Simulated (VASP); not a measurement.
Crystal: PrBe3Si.

```
Pr Be Si
1.0
     1.95087   -2.01525   -4.78188
     1.95086   -1.85961    4.71701
    -3.91036   -3.88350   -0.06486
Pr Be Si
2 6 2
Direct
  0.99822 0.00378 0.01508
  0.45100 0.53539 0.52197
  0.10855 0.81914 0.44437
  0.53261 0.35854 0.01783
  0.95937 0.51058 0.76134
  0.51060 0.02597 0.27813
  0.48225 0.04352 0.70749
  0.00366 0.57817 0.23188
  0.35557 0.66629 0.99334
  0.86818 0.18862 0.52858
```

- Program: VASP 6.6.1
- Task: relaxation of cell and atoms
- Functional: PBE
- Potentials or basis: VASP PAW PBE potentials, release 64 (Pr_3, Be, Si), 4f in core
- Cutoff: 600 eV
- k mesh: 4 × 4 × 4
- Occupations: gaussian, width 0.2 eV
- Spin: no spin polarisation

At the start: pressure 9.0 GPa; volume 14.39 Å³/atom.

Problem. How do energy, volume and symmetry change on relaxing?

Solution. Over 18 steps the energy falls by 330.9 meV/atom and the volume is 14.75 Å³/atom (+2.5 %); space group P1 (No. 1, to 0.1 Å) before, Amm2 (No. 38, to 0.1 Å).

Step by step:
```
step  energy change (eV)  largest force (eV/Å)  pressure (GPa)  volume (Å³)
   1              0.0000                6.8666            8.99       143.89
   2             -2.3506                1.1095           -6.23       161.14
   3             -2.3895                1.2421           -4.44       157.65
   4             -2.8931                0.9335           -0.87       149.61
   5             -3.0236                0.6314            3.03       143.34
   6             -3.1701                0.3390            0.78       146.33
   7             -3.1839                0.3716           -0.04       147.59
   8             -3.2271                0.2928           -0.25       147.87
   9             -3.2474                0.2468           -0.45       148.23
  10             -3.2756                0.1687            0.26       147.14
  11             -3.2776                0.1822            0.52       146.76
  12             -3.2917                0.1280           -0.22       147.87
  13             -3.2938                0.1419           -0.64       148.52
  14             -3.3040                0.1161           -0.04       147.57
  15             -3.3048                0.1131            0.17       147.23
  16             -3.3083                0.0409            0.04       147.40
  17             -3.3084                0.0392            0.02       147.43
  18             -3.3092                0.0241           -0.05       147.52
```

Final structure:
```
Pr Be Si
1.0
     1.97077   -1.97267   -4.76494
     1.97125   -1.97080    4.76490
    -3.92503   -3.92730   -0.00147
Pr Be Si
2 6 2
Cartesian
  -1.9530 -5.9005 -4.5912
  0.0092 -3.9360 0.2120
  0.0074 -3.9338 3.7451
  -1.9539 -5.8992 -0.9481
  -0.0347 -5.8782 -2.1363
  0.0510 -1.9985 -2.1328
  -1.9305 -3.9743 -2.1321
  1.9475 -3.8895 -2.1347
  1.9710 -1.9727 1.4169
  0.0078 -3.9372 -3.4101
```
